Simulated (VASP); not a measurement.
# AlCu (Pm-3m) in VASP: a series of runs

The runs below take AlCu through single point, relaxation of cell and atoms, with r2SCAN, LDA.

All numbers are computed with VASP 6.6.1; they aren't measurements. Logs are shortened: lines on timing, memory, paths and dates and some standing lists are left out, and cuts for length are marked.

### 1 The cell of the first run

It takes space group Pm-3m (No. 221, cubic). The conventional cell has a = 2.961 Å, b = 2.961 Å, c = 2.961 Å, α = 90.00°, β = 90.00°, γ = 90.00°. Within 3.4 Å of Al (site symmetry m-3m) lie 8 Cu at 2.56 Å and 6 Al at 2.96 Å. Within 3.4 Å of Cu (site symmetry m-3m) lie 8 Al at 2.56 Å and 6 Cu at 2.96 Å.

### 2 Single point, r2SCAN

File POSCAR:

```
AlCu
1.0
    2.9611545136      0.0000000000      0.0000000000
    0.0000000000      2.9611545136      0.0000000000
    0.0000000000      0.0000000000      2.9611545136
Al Cu
1 1
Direct
    0.0000000000      0.0000000000      0.0000000000
    0.5000000000      0.5000000000      0.5000000000
```

File INCAR.step1:

```
SYSTEM = AlCu
PREC     = Accurate       ! precision mode
ENCUT    = 660            ! plane-wave cutoff, eV
ISMEAR   = -1             ! smearing method
SIGMA    = 0.05           ! smearing width, eV
LREAL    = .False.        ! projectors in reciprocal space
LASPH    = .True.         ! aspherical terms in the spheres
NELM     = 120            ! most SCF steps
NBANDS   = 14             ! bands
GGA      = PE             ! functional
ALGO     = Normal         ! electronic algorithm
EDIFF    = 1E-5           ! SCF threshold, eV
LWAVE    = .True.         ! write WAVECAR
LCHARG   = .False.        ! write CHGCAR
GGA_COMPAT= .False.
```

File INCAR.step2:

```
SYSTEM = AlCu
PREC     = Accurate       ! precision mode
ENCUT    = 660            ! plane-wave cutoff, eV
EDIFF    = 1E-6           ! SCF threshold, eV
ISMEAR   = -1             ! smearing method
SIGMA    = 0.05           ! smearing width, eV
LREAL    = .False.        ! projectors in reciprocal space
LASPH    = .True.         ! aspherical terms in the spheres
NELM     = 120            ! most SCF steps
ALGO     = Normal         ! electronic algorithm
ISIF     = 2              ! what is computed and relaxed
LWAVE    = .False.        ! write WAVECAR
LCHARG   = .False.        ! write CHGCAR
METAGGA  = R2SCAN         ! meta-GGA
LMIXTAU  = .True.       
NBANDS   = 14             ! bands
ISTART   = 1            
GGA_COMPAT= .False.
```

File KPOINTS:

```
regular mesh
0
Gamma
  7 7 7
  0 0 0
```

Potentials or basis: VASP PAW PBE potentials, release 64 (Al, Cu).

The run is started by

```bash
cat potpaw_PBE.64/Al/POTCAR potpaw_PBE.64/Cu/POTCAR > POTCAR
cp INCAR.step1 INCAR
mpirun -np 1 vasp_std > vasp.out
cp INCAR.step2 INCAR
mpirun -np 1 vasp_std > vasp.out
```

OUTCAR:

```text
SYSTEM = AlCu
   PREC = Accurate
   ENCUT = 660
   EDIFF = 1E-6
   ISMEAR = -1
   LREAL = .False.
   LASPH = .True.
   NELM = 120
   ISIF = 2
   METAGGA = R2SCAN
   ISTART = 1

 ion  position               nearest neighbor table
   1  0.000  0.000  0.000-   2 2.56   2 2.56   2 2.56   2 2.56   2 2.56   2 2.56   2 2.56   2 2.56

   2  0.500  0.500  0.500-   1 2.56   1 2.56   1 2.56   1 2.56   1 2.56   1 2.56   1 2.56   1 2.56

  LATTYP: Found a simple cubic cell.
 ALAT       =     2.9611545136

  Lattice vectors:

 A1 = (   2.9611545136,   0.0000000000,   0.0000000000)
 A2 = (   0.0000000000,   2.9611545136,   0.0000000000)
 A3 = (   0.0000000000,   0.0000000000,   2.9611545136)

Analysis of symmetry for initial positions (statically):
=====================================================================
 Subroutine PRICEL returns:
 Original cell was already a primitive cell.

 Routine SETGRP: Setting up the symmetry group for a
 simple cubic supercell.

 Subroutine GETGRP returns: Found 48 space group operations
 (whereof 48 operations were pure point group operations)
 out of a pool of 48 trial point group operations.

The static configuration has the point symmetry O_h .

Analysis of symmetry for dynamics (positions and initial velocities):
=====================================================================
 Subroutine PRICEL returns:
 Original cell was already a primitive cell.

 Routine SETGRP: Setting up the symmetry group for a
 simple cubic supercell.

 Subroutine GETGRP returns: Found 48 space group operations
 (whereof 48 operations were pure point group operations)
 out of a pool of 48 trial point group operations.

The dynamic configuration has the point symmetry O_h .

 Subroutine INISYM returns: Found 48 space group operations
 (whereof 48 operations are pure point group operations),
 and found     1 'primitive' translations

----------------------------------------------------------------------------------------

                                     Primitive cell

  volume of cell :      25.9647

  direct lattice vectors                    reciprocal lattice vectors
     2.961154514  0.000000000  0.000000000     0.337706119  0.000000000  0.000000000
     0.000000000  2.961154514  0.000000000     0.000000000  0.337706119  0.000000000
     0.000000000  0.000000000  2.961154514     0.000000000  0.000000000  0.337706119

  length of vectors
     2.961154514  2.961154514  2.961154514     0.337706119  0.337706119  0.337706119

  position of ions in fractional coordinates (direct lattice)
     0.000000000  0.000000000  0.000000000
     0.500000000  0.500000000  0.500000000

  ion indices of the primitive-cell ions
   primitive index   ion index
                 1           1
                 2           2

----------------------------------------------------------------------------------------

 KPOINTS: regular mesh

Automatic generation of k-mesh.
 Grid dimensions read from file:
 generate k-points for:    7    7    7

 Generating k-lattice:

  Cartesian coordinates                     Fractional coordinates (reciprocal lattice)
     0.048243731  0.000000000  0.000000000     0.142857143  0.000000000  0.000000000
     0.000000000  0.048243731  0.000000000     0.000000000  0.142857143  0.000000000
     0.000000000  0.000000000  0.048243731     0.000000000  0.000000000  0.142857143

  Length of vectors
     0.048243731  0.048243731  0.048243731

  Shift w.r.t. Gamma in fractional coordinates (k-lattice)
     0.000000000  0.000000000  0.000000000

 Subroutine IBZKPT returns following result:
 ===========================================

 Found     20 irreducible k-points:

 Following reciprocal coordinates:
            Coordinates               Weight
  0.000000  0.000000  0.000000      1.000000
  0.142857  0.000000  0.000000      6.000000
  0.285714  0.000000  0.000000      6.000000
  0.428571  0.000000  0.000000      6.000000
  0.142857  0.142857  0.000000     12.000000
  0.285714  0.142857  0.000000     24.000000
[... 12 lines left out ...]
  0.428571  0.428571  0.285714     24.000000
  0.428571  0.428571  0.428571      8.000000
   k-points           NKPTS =     20   k-points in BZ     NKDIM =     20   number of bands    NBANDS=     14
   number of dos      NEDOS =    301   number of ions     NIONS =      2
   total plane-waves  NPLWV =  21952
   dimension x,y,z NGX =    28 NGY =   28 NGZ =   28
   dimension x,y,z NGXF=    56 NGYF=   56 NGZF=   56
   ions per type =               1   1
   NGX,Y,Z   is equivalent  to a cutoff of  15.72, 15.72, 15.72 a.u.
   NGXF,Y,Z  is equivalent  to a cutoff of  31.44, 31.44, 31.44 a.u.
 SYSTEM =  AlCu
   PREC   = accura    normal or accurate (medium, high low for compatibility)
   ISTART =      1    job   : 0-new  1-cont  2-samecut
   ICHARG =      0    charge: 1-file 2-atom 10-const
   ISPIN  =      1    spin polarized calculation?
   LNONCOLLINEAR =      F non collinear calculations
   LSORBIT =      F    spin-orbit coupling
   LASPH  =      T    aspherical Exc in radial PAW
   ENCUT  =  660.0 eV  48.51 Ry    6.96 a.u.   6.20  6.20  6.20*2*pi/ulx,y,z
   NELM   =    120;   NELMIN=  2; NELMDL=  0     # of ELM steps
   EDIFF  = 0.1E-05   stopping-criterion for ELM
   LREAL  =      F    real-space projection
   EDIFFG = 0.1E-04   stopping-criterion for IOM
   NSW    =      0    number of steps for IOM
   IBRION =     -1    ionic relax: 0-MD 1-quasi-New 2-CG
   NFREE  =      0    steps in history (QN), initial steepest desc. (CG)
   ISIF   =      2    stress and relaxation
   ISYM   =      2    0-nonsym 1-usesym 2-fastsym
   POTIM  = 0.5000    time-step for ionic-motion
   TEBEG  =    0.0;   TEEND  =   0.0 temperature during run
   PSTRESS=    0.0 pullay stress
   NELECT =      14.0000    total number of electrons
   NUPDOWN=      -1.0000    fix difference up-down
   EMIN   =  10.00;   EMAX   =-10.00  energy-range for DOS
   EFERMI =   0.00;   METHOD = LEGACY
   ISMEAR =    -1;   SIGMA  =   0.05  broadening in eV -4-tet -1-fermi 0-gaus
   EFERMI_NEDOS =   21; number of points for ismear=-14 and -15
   IALGO  =     38    algorithm
   IMIX   =      4    mixing-type and parameters
     AMIX     =   0.40;   BMIX     =  1.00
     AMIX_MAG =   1.60;   BMIX_MAG =  1.00
  volume/ion in A,a.u.               =      12.98        87.61
  Fermi-wavevector in a.u.,A,eV,Ry     =   1.332467  2.517997 24.156710  1.775468
  Thomas-Fermi vector in A             =   2.461400
   LORBIT       =      0    0 simple, 1 ext, 2 COOP (PROOUT), +10 PAW based schemes
   METAGGA = R2SCAN    functional components
   LHFCALC =     F    Hartree Fock is set to
   AEXX    =    0.0000 exact exchange contribution
   IVDW    =     0    specifies the selected vdW correction
   LEPSILON=     F    determine dielectric tensor
   LRPA    =     F    only Hartree local field effects (RPA)
 non-spin polarized calculation
  energy-cutoff  :      660.00
  volume of cell :       25.96
 maximum number of plane-waves:      1021
 NGX is ok and might be reduce to    28
   NGX = 13   NGY = 13   NGZ = 13

 number of electron      13.9999994 magnetization

 Free energy of the ion-electron system (eV)
  ---------------------------------------------------
  ext. energy  EPLUGINS =         0.00000000
  ---------------------------------------------------
  free energy    TOTEN  =       -17.92810005 eV

  energy without entropy =      -17.92299935  energy(sigma->0) =      -17.92554970

 E-fermi :   9.5866     XC(G=0): -12.6118

 val. band max:        9.2380405653   @ k =   0.4286   0.4286   0.1429
 cond. band min:       9.6211619805   @ k =   0.2857   0.2857   0.2857
 fundamental gap:      0.3831214151
 Fermi energy:         9.5866079495

 k-point     1 :       0.0000    0.0000    0.0000
  band No.  band energies     occupation
      1      -2.9462      2.00000
      2       4.1794      2.00000
      3       4.1794      2.00000
      4       5.3438      2.00000
      5       5.3438      2.00000
      6       5.3438      2.00000
      7      13.6801      0.00000
      8      13.6801      0.00000
      9      13.6801      0.00000
     10      16.0021      0.00000
     11      16.0021      0.00000
     12      21.1391      0.00000
     13      29.2130      0.00000
     14      29.2130      0.00000

 k-point     2 :       0.1429    0.0000    0.0000
  band No.  band energies     occupation
      1      -2.5739      2.00000
      2       4.1788      2.00000
      3       4.2354      2.00000
      4       5.2456      2.00000
      5       5.2456      2.00000
      6       5.3547      2.00000
      7      10.7555      0.00000
      8      14.1239      0.00000
      9      14.1239      0.00000
     10      16.1332      0.00000
     11      18.2994      0.00000
     12      22.6696      0.00000
     13      26.3039      0.00000
     14      26.3039      0.00000

 k-point     3 :       0.2857    0.0000    0.0000
  band No.  band energies     occupation
      1      -1.4762      2.00000
      2       3.8964      2.00000
      3       4.3636      2.00000
      4       5.0403      2.00000
      5       5.0403      2.00000
      6       5.3791      2.00000
      7       7.6199      2.00000
      8      15.3707      0.00000
      9      15.3707      0.00000
     10      16.4972      0.00000
     11      19.9978      0.00000
     12      22.8218      0.00000
     13      22.8218      0.00000
     14      25.2103      0.00000
[... 256 lines left out ...]
 k-point    19 :       0.4286    0.4286    0.2857
  band No.  band energies     occupation
      1       3.0616      2.00000
      2       3.8737      2.00000
      3       3.9256      2.00000
      4       5.0734      2.00000
      5       5.5746      2.00000
      6       6.5534      2.00000
      7       8.0029      2.00000
      8       9.7301      0.10737
      9      11.4074      0.00000
     10      13.7426      0.00000
     11      15.5884      0.00000
     12      16.3874      0.00000
     13      19.1690      0.00000
     14      30.8157      0.00000

 k-point    20 :       0.4286    0.4286    0.4286
  band No.  band energies     occupation
      1       3.4352      2.00000
      2       3.6963      2.00000
      3       3.6963      2.00000
      4       5.6060      2.00000
      5       5.6060      2.00000
      6       7.9579      2.00000
      7       9.7934      0.03147
      8       9.7934      0.03147
      9      11.6323      0.00000
     10      12.6649      0.00000
     11      12.6649      0.00000
     12      14.0452      0.00000
     13      16.2765      0.00000
     14      34.7753      0.00000

------------------------ aborting loop because EDIFF is reached ----------------------------------------

  FORCE on cell =-STRESS in cart. coord.  units (eV):
  Direction    XX          YY          ZZ          XY          YZ          ZX
  --------------------------------------------------------------------------------------
  -------------------------------------------------------------------------------------
  Total       -0.0052047     -0.0052047     -0.0052047      0.0000000      0.0000000      0.0000000
  in kB       -0.3211582     -0.3211582     -0.3211582      0.0000000      0.0000000      0.0000000
  external PRESSURE =      -0.3211582 kB  Pullay stress =       0.0000000 kB

 VOLUME and BASIS-vectors are now :
 -----------------------------------------------------------------------------
  energy-cutoff  :      660.00
  volume of cell :       25.96
      direct lattice vectors                 reciprocal lattice vectors
     2.961154514  0.000000000  0.000000000     0.337706119  0.000000000  0.000000000
     0.000000000  2.961154514  0.000000000     0.000000000  0.337706119  0.000000000
     0.000000000  0.000000000  2.961154514     0.000000000  0.000000000  0.337706119

 POSITION                                       TOTAL-FORCE (eV/Angst)
 -----------------------------------------------------------------------------------
      0.00000      0.00000      0.00000         0.000000      0.000000      0.000000
      1.48058      1.48058      1.48058         0.000000      0.000000      0.000000
 -----------------------------------------------------------------------------------
    total drift:                                0.000000      0.000000      0.000000

  FREE ENERGIE OF THE ION-ELECTRON SYSTEM (eV)
  ---------------------------------------------------
  free  energy   TOTEN  =       -17.9281000519 eV

  energy  without entropy=      -17.9229993518  energy(sigma->0) =      -17.92554970
```

It took 97 s on 1 thread of AMD EPYC 7R13, shared host; peak memory 0.14 GiB.

What came out:

| Quantity | Value |
| --- | --- |
| Free energy | -17.9281 eV |
| Pressure | 0.0 GPa |
| Band gap on the k mesh | zero (band 7 reaches 13.68 eV, above the bottom of band 8 at 9.07 eV) |

Caveat: the PAW data sets were made with another functional, which shifts forces and pressure a little.

### 3 Single point, LDA

File INCAR:

```
PREC = Accurate
ENCUT = 600
EDIFF = 1E-6
ISMEAR = -1
SIGMA = 0.05
LREAL = F
LASPH = T
NELM = 120
ALGO = Normal
ISIF = 2
LWAVE = F
LCHARG = T
GGA = CA
LELF = T
LVHAR = T
NBANDS = 14
GGA_COMPAT = F
```

File KPOINTS:

```
Automatic mesh
0
Gamma
  10 10 10
```

POSCAR is that of step 2.

Potentials or basis: VASP PAW LDA potentials, release 64 (Al, Cu).

The run is started by

```bash
cat potpaw_LDA.64/Al/POTCAR potpaw_LDA.64/Cu/POTCAR > POTCAR
mpirun -np 1 vasp_std > vasp.out
```

Run time: 38 s. Hardware: 1 thread of AMD EPYC 7R13, shared host; peak memory 0.11 GiB.

The run converged. Its results:

```yaml
Free_energy: -9.1962 eV
Pressure: -3.2 GPa
Band_gap_on_the_k_mesh: zero (band 7 reaches 13.20 eV, above the bottom of band 8 at 8.43 eV)
```

Levels at points of the mesh, in eV from the Fermi level:
| k point | band 4 | band 5 | band 6 | band 7 | band 8 | band 9 | band 10 | band 11 |
| --- | --- | --- | --- | --- | --- | --- | --- | --- |
| (0.00, 0.00, 0.00) | -4.13 | -4.13 | -4.13 | 3.82 | 3.82 | 3.82 | 6.38 | 6.38 |
| (0.50, 0.00, 0.00) | -4.58 | -4.58 | -4.07 | -3.33 | 7.24 | 8.09 | 8.09 | 8.63 |
| (0.50, 0.50, 0.00) | -4.47 | -3.88 | -3.88 | -3.72 | -0.94 | -0.14 | 10.23 | 13.00 |
| (0.50, 0.50, 0.50) | -3.70 | -3.70 | 0.64 | 0.64 | 0.64 | 1.88 | 2.22 | 2.22 |

[end of part 1 of 2]
